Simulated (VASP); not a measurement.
# TaTe (F-43m) in VASP: settings compared

Aim: see how the results for TaTe move with the level of theory and the settings. Levels: PBE, PBEsol, revPBE+D3(BJ). Tasks: single point.

All numbers are computed with VASP 6.6.1; they aren't measurements. Logs are shortened: lines on timing, memory, paths and dates and some standing lists are left out, and cuts for length are marked.

**1. The cell of the first run**

It takes space group F-43m (No. 216, cubic). Conventional cell: a = 6.320 Å, b = 6.320 Å, c = 6.320 Å, α = 90.00°, β = 90.00°, γ = 90.00°. Ta (site symmetry -43m) has 4 Te at 2.74 Å within 3.6 Å. Te (site symmetry -43m) has 4 Ta at 2.74 Å within 3.6 Å.

**2. Single point, PBE, collinear spin**

The input, INCAR:

```
ALGO = Normal
EDIFF = 1E-6
ENCUT = 520
GGA = PE
ISIF = 2
ISMEAR = 0
ISPIN = 2
LASPH = T
LCHARG = F
LMAXMIX = 4
LORBIT = 11
LREAL = F
LWAVE = F
MAGMOM = 2 0
NBANDS = 20
NELM = 150
PREC = Accurate
SIGMA = 0.05
```

The input, KPOINTS:

```
k-points
0
Gamma
  10 10 10
```

The input, POSCAR:

```
TaTe
1.0
    0.0000000000      3.1599278669      3.1599278669
    3.1599278669      0.0000000000      3.1599278669
    3.1599278669      3.1599278669      0.0000000000
Ta Te
1 1
Direct
    0.0000000000      0.0000000000      0.0000000000
    0.2500000000      0.2500000000      0.2500000000
```

Potentials or basis: VASP PAW PBE potentials, release 64 (Ta_pv, Te).

Command:

```console
$ cat potpaw_PBE.64/Ta_pv/POTCAR potpaw_PBE.64/Te/POTCAR > POTCAR
$ mpirun -np 1 vasp_std > vasp.out
```

OUTCAR:

```text
EDIFF = 1E-6
   ENCUT = 520
   GGA = PE
   ISIF = 2
   ISMEAR = 0
   ISPIN = 2
   LASPH = T
   LORBIT = 11
   LREAL = F
   NELM = 150
   PREC = Accurate

 ion  position               nearest neighbor table
   1  0.000  0.000  0.000-   2 2.74   2 2.74   2 2.74   2 2.74
   2  0.250  0.250  0.250-   1 2.74   1 2.74   1 2.74   1 2.74

  LATTYP: Found a face centered cubic cell.
 ALAT       =     6.3198557338

  Lattice vectors:

 A1 = (   0.0000000000,   3.1599278669,   3.1599278669)
 A2 = (   3.1599278669,   0.0000000000,   3.1599278669)
 A3 = (   3.1599278669,   3.1599278669,   0.0000000000)

Analysis of symmetry for initial positions (statically):
=====================================================================
 Subroutine PRICEL returns:
 Original cell was already a primitive cell.

 Routine SETGRP: Setting up the symmetry group for a
 face centered cubic supercell.

 Subroutine GETGRP returns: Found 24 space group operations
 (whereof 24 operations were pure point group operations)
 out of a pool of 48 trial point group operations.

The static configuration has the point symmetry T_d .

Analysis of symmetry for dynamics (positions and initial velocities):
=====================================================================
 Subroutine PRICEL returns:
 Original cell was already a primitive cell.

 Routine SETGRP: Setting up the symmetry group for a
 face centered cubic supercell.

 Subroutine GETGRP returns: Found 24 space group operations
 (whereof 24 operations were pure point group operations)
 out of a pool of 48 trial point group operations.

The dynamic configuration has the point symmetry T_d .

Analysis of structural, dynamic, and magnetic symmetry:
=====================================================================
 Subroutine PRICEL returns:
 Original cell was already a primitive cell.

 Routine SETGRP: Setting up the symmetry group for a
 face centered cubic supercell.

 Subroutine GETGRP returns: Found 24 space group operations
 (whereof 24 operations were pure point group operations)
 out of a pool of 48 trial point group operations.

The overall configuration has the point symmetry T_d .

 Subroutine INISYM returns: Found 24 space group operations
 (whereof 24 operations are pure point group operations),
 and found     1 'primitive' translations

----------------------------------------------------------------------------------------

                                     Primitive cell

  volume of cell :      63.1047

  direct lattice vectors                    reciprocal lattice vectors
     0.000000000  3.159927867  3.159927867    -0.158231460  0.158231460  0.158231460
     3.159927867  0.000000000  3.159927867     0.158231460 -0.158231460  0.158231460
     3.159927867  3.159927867  0.000000000     0.158231460  0.158231460 -0.158231460

  length of vectors
     4.468812845  4.468812845  4.468812845     0.274064928  0.274064928  0.274064928

  position of ions in fractional coordinates (direct lattice)
     0.000000000  0.000000000  0.000000000
     0.250000000  0.250000000  0.250000000

  ion indices of the primitive-cell ions
   primitive index   ion index
                 1           1
                 2           2

----------------------------------------------------------------------------------------

 KPOINTS: k-points

Automatic generation of k-mesh.
 Grid dimensions read from file:
 generate k-points for:   10   10   10

 Generating k-lattice:

  Cartesian coordinates                     Fractional coordinates (reciprocal lattice)
    -0.015823146  0.015823146  0.015823146     0.100000000  0.000000000  0.000000000
     0.015823146 -0.015823146  0.015823146     0.000000000  0.100000000  0.000000000
     0.015823146  0.015823146 -0.015823146     0.000000000  0.000000000  0.100000000

  Length of vectors
     0.027406493  0.027406493  0.027406493

  Shift w.r.t. Gamma in fractional coordinates (k-lattice)
     0.000000000  0.000000000  0.000000000

 Subroutine IBZKPT returns following result:
 ===========================================

 Found     47 irreducible k-points:

 Following reciprocal coordinates:
            Coordinates               Weight
  0.000000  0.000000  0.000000      1.000000
  0.100000  0.000000  0.000000      8.000000
  0.200000  0.000000  0.000000      8.000000
  0.300000  0.000000  0.000000      8.000000
  0.400000  0.000000  0.000000      8.000000
  0.500000  0.000000  0.000000      4.000000
[... 16 lines left out ...]
  0.300000  0.300000  0.000000      6.000000
  0.400000  0.300000  0.000000     24.000000
 [... further k-points ...]
   k-points           NKPTS =     47   k-points in BZ     NKDIM =     47   number of bands    NBANDS=     20
   number of dos      NEDOS =    301   number of ions     NIONS =      2
   total plane-waves  NPLWV =  46656
   dimension x,y,z NGX =    36 NGY =   36 NGZ =   36
   dimension x,y,z NGXF=    72 NGYF=   72 NGZF=   72
   ions per type =               1   1
   NGX,Y,Z   is equivalent  to a cutoff of  13.39, 13.39, 13.39 a.u.
   NGXF,Y,Z  is equivalent  to a cutoff of  26.78, 26.78, 26.78 a.u.
 SYSTEM =  unknown system
   PREC   = accura    normal or accurate (medium, high low for compatibility)
   ISTART =      0    job   : 0-new  1-cont  2-samecut
   ICHARG =      2    charge: 1-file 2-atom 10-const
   ISPIN  =      2    spin polarized calculation?
   LNONCOLLINEAR =      F non collinear calculations
   LSORBIT =      F    spin-orbit coupling
   LASPH  =      T    aspherical Exc in radial PAW
   ENCUT  =  520.0 eV  38.22 Ry    6.18 a.u.   8.31  8.31  8.31*2*pi/ulx,y,z
   NELM   =    150;   NELMIN=  2; NELMDL= -5     # of ELM steps
   EDIFF  = 0.1E-05   stopping-criterion for ELM
   LREAL  =      F    real-space projection
   EDIFFG = 0.1E-04   stopping-criterion for IOM
   NSW    =      0    number of steps for IOM
   IBRION =     -1    ionic relax: 0-MD 1-quasi-New 2-CG
   NFREE  =      0    steps in history (QN), initial steepest desc. (CG)
   ISIF   =      2    stress and relaxation
   ISYM   =      2    0-nonsym 1-usesym 2-fastsym
   POTIM  = 0.5000    time-step for ionic-motion
   TEBEG  =    0.0;   TEEND  =   0.0 temperature during run
   PSTRESS=    0.0 pullay stress
   NELECT =      17.0000    total number of electrons
   NUPDOWN=      -1.0000    fix difference up-down
   EMIN   =  10.00;   EMAX   =-10.00  energy-range for DOS
   EFERMI =   0.00;   METHOD = LEGACY
   ISMEAR =     0;   SIGMA  =   0.05  broadening in eV -4-tet -1-fermi 0-gaus
   EFERMI_NEDOS =   21; number of points for ismear=-14 and -15
   IALGO  =     38    algorithm
   IMIX   =      4    mixing-type and parameters
     AMIX     =   0.40;   BMIX     =  1.00
     AMIX_MAG =   1.60;   BMIX_MAG =  1.00
  volume/ion in A,a.u.               =      31.55       212.93
  Fermi-wavevector in a.u.,A,eV,Ry     =   1.057314  1.998034 15.210127  1.117913
  Thomas-Fermi vector in A             =   2.192582
   LORBIT       =     11    0 simple, 1 ext, 2 COOP (PROOUT), +10 PAW based schemes
   GGA     = PE    functional components
   LHFCALC =     F    Hartree Fock is set to
   AEXX    =    0.0000 exact exchange contribution
   IVDW    =     0    specifies the selected vdW correction
   LEPSILON=     F    determine dielectric tensor
   LRPA    =     F    only Hartree local field effects (RPA)
 spin polarized calculation
 Gauss-broadening in eV      SIGMA  =   0.05
  energy-cutoff  :      520.00
  volume of cell :       63.10
 maximum number of plane-waves:      1724
 NGX is ok and might be reduce to    36
   NGX = 17   NGY = 17   NGZ = 17

 number of electron      17.0000001 magnetization       2.0655463

 Free energy of the ion-electron system (eV)
  ---------------------------------------------------
  ext. energy  EPLUGINS =         0.00000000
  ---------------------------------------------------
  free energy    TOTEN  =       -13.04850094 eV

  energy without entropy =      -13.04544299  energy(sigma->0) =      -13.04697196

 E-fermi :   4.6823     XC(G=0):  -9.3261

 val. band max:        4.6790223640   @ k =   0.4000   0.4000   0.0000
 cond. band min:       4.7143355773   @ k =   0.4000   0.0000   0.0000
 fundamental gap:      0.0353132133
 Fermi energy:         4.6822942619

 spin component 1

 k-point     1 :       0.0000    0.0000    0.0000
  band No.  band energies     occupation
      1     -30.5126      1.00000
      2     -30.5126      1.00000
      3     -30.5126      1.00000
      4      -8.0901      1.00000
      5       0.6591      1.00000
      6       0.6591      1.00000
[... 12 lines left out ...]
     19      14.8442      0.00000
     20      14.8442      0.00000
[... 507 lines left out ...]
 k-point    24 :       0.4000    0.3000    0.0000
  band No.  band energies     occupation
      1     -30.5286      1.00000
      2     -30.5185      1.00000
      3     -30.5180      1.00000
      4      -7.3173      1.00000
      5      -0.8112      1.00000
      6       0.9899      1.00000
[... 12 lines left out ...]
     19      16.5458      0.00000
     20      17.4554      0.00000

 [... further k-points ...]

 spin component 2

 k-point     1 :       0.0000    0.0000    0.0000
  band No.  band energies     occupation
      1     -29.6322      1.00000
      2     -29.6322      1.00000
      3     -29.6322      1.00000
      4      -7.9423      1.00000
      5       1.0447      1.00000
      6       1.0447      1.00000
[... 12 lines left out ...]
     19      15.2826      0.00000
     20      15.2826      0.00000
[... 507 lines left out ...]
 k-point    24 :       0.4000    0.3000    0.0000
  band No.  band energies     occupation
      1     -29.6486      1.00000
      2     -29.6381      1.00000
      3     -29.6377      1.00000
      4      -7.2480      1.00000
      5      -0.3174      1.00000
      6       1.3160      1.00000
[... 12 lines left out ...]
     19      17.0990      0.00000
     20      18.1041      0.00000

 [... further k-points ...]

------------------------ aborting loop because EDIFF is reached ----------------------------------------

  FORCE on cell =-STRESS in cart. coord.  units (eV):
  Direction    XX          YY          ZZ          XY          YZ          ZX
  --------------------------------------------------------------------------------------
  -------------------------------------------------------------------------------------
  Total        0.0027477      0.0027477      0.0027477      0.0000000      0.0000000      0.0000000
  in kB        0.0697617      0.0697617      0.0697617      0.0000000      0.0000000      0.0000000
  external PRESSURE =       0.0697617 kB  Pullay stress =       0.0000000 kB

 VOLUME and BASIS-vectors are now :
 -----------------------------------------------------------------------------
  energy-cutoff  :      520.00
  volume of cell :       63.10
      direct lattice vectors                 reciprocal lattice vectors
     0.000000000  3.159927867  3.159927867    -0.158231460  0.158231460  0.158231460
     3.159927867  0.000000000  3.159927867     0.158231460 -0.158231460  0.158231460
     3.159927867  3.159927867  0.000000000     0.158231460  0.158231460 -0.158231460

 POSITION                                       TOTAL-FORCE (eV/Angst)
 -----------------------------------------------------------------------------------
      0.00000      0.00000      0.00000        -0.000000     -0.000000     -0.000000
      1.57996      1.57996      1.57996         0.000000      0.000000      0.000000
 -----------------------------------------------------------------------------------
    total drift:                                0.000000      0.000000      0.000000

  FREE ENERGIE OF THE ION-ELECTRON SYSTEM (eV)
  ---------------------------------------------------
  free  energy   TOTEN  =       -13.0485009436 eV

  energy  without entropy=      -13.0454429859  energy(sigma->0) =      -13.04697196

 total charge

# of ion       s       p       d       tot
------------------------------------------
    1        0.281   6.061   2.436   8.778
    2        1.324   2.094   0.094   3.512
--------------------------------------------------
tot          1.605   8.155   2.530  12.290

 magnetization (x)

# of ion       s       p       d       tot
------------------------------------------
    1        0.049   0.013   1.344   1.406
    2       -0.013  -0.074   0.053  -0.034
--------------------------------------------------
tot          0.036  -0.061   1.397   1.372
```

It took 76 s on 1 thread of AMD EPYC 9R45 (Zen 5), shared host; peak memory 0.26 GiB.

What came out:

```yaml
Free_energy: -13.0485 eV
Pressure: 0.0 GPa
Net_moment: 2.07 μB per cell
Site_moments: Ta +1.41; Te -0.03 μB
Valence_electrons_inside_the_program's_atomic_spheres: Ta 8.78; Te 3.51
```

Caveat: spin-orbit coupling is left out, which moves the levels of the heavy elements.

**3. Single point, PBEsol, collinear spin**

The input, INCAR:

```
PREC = Accurate ; ENCUT = 520
EDIFF = 1E-7 ; ISMEAR = 0
SIGMA = 0.05 ; LREAL = False
LASPH = True ; NELM = 150
ALGO = Normal ; ISIF = 2
LWAVE = False ; LCHARG = False
ISPIN = 2 ; MAGMOM = 2 0
LORBIT = 11 ; LMAXMIX = 4
GGA = PS ; NBANDS = 20
```

The input, KPOINTS:

```
Automatic mesh
0
Gamma
  10 10 10
```

POSCAR is that of step 2.

Potentials or basis: VASP PAW PBE potentials, release 64 (Ta_pv, Te).

Command:

```console
$ cat potpaw_PBE.64/Ta_pv/POTCAR potpaw_PBE.64/Te/POTCAR > POTCAR
$ mpirun -np 1 vasp_std > vasp.out
```

Run time: 2.1 min. Hardware: 1 thread of Intel Xeon 8259CL, shared host; peak memory 0.3 GiB.

Results (log left out):

- Free energy: -13.9633 eV
- Pressure: -2.8 GPa
- Net moment: 2.03 μB per cell
- Site moments: Ta +1.37; Te -0.03 μB
- Valence electrons inside the program's atomic spheres: Ta 8.77; Te 3.50

Levels at points of the mesh, in eV from the Fermi level:
Spin up:
| k point | band 6 | band 7 | band 8 | band 9 | band 10 | band 11 | band 12 | band 13 |
| --- | --- | --- | --- | --- | --- | --- | --- | --- |
| (0.00, 0.00, 0.00) | -4.05 | -4.05 | -0.49 | -0.49 | 0.48 | 4.08 | 4.08 | 4.08 |
| (0.50, 0.00, 0.00) | -3.81 | -3.81 | -0.31 | -0.22 | -0.22 | 1.88 | 1.88 | 2.48 |
| (0.50, 0.50, 0.00) | -3.42 | -3.42 | -1.32 | -0.84 | 0.08 | 0.67 | 0.67 | 5.11 |
Spin down:
| k point | band 4 | band 5 | band 6 | band 7 | band 8 | band 9 | band 10 | band 11 |
| --- | --- | --- | --- | --- | --- | --- | --- | --- |
| (0.00, 0.00, 0.00) | -12.65 | -3.64 | -3.64 | -3.64 | 0.89 | 0.89 | 1.03 | 4.61 |
| (0.50, 0.00, 0.00) | -11.99 | -5.09 | -3.39 | -3.39 | 0.55 | 1.09 | 1.09 | 2.56 |
| (0.50, 0.50, 0.00) | -11.76 | -5.30 | -3.13 | -3.13 | -0.65 | 0.36 | 1.53 | 1.53 |

Caveat: the PAW data sets were made with another functional, which shifts forces and pressure a little; spin-orbit coupling is left out, which moves the levels of the heavy elements.

[end of part 1 of 2]
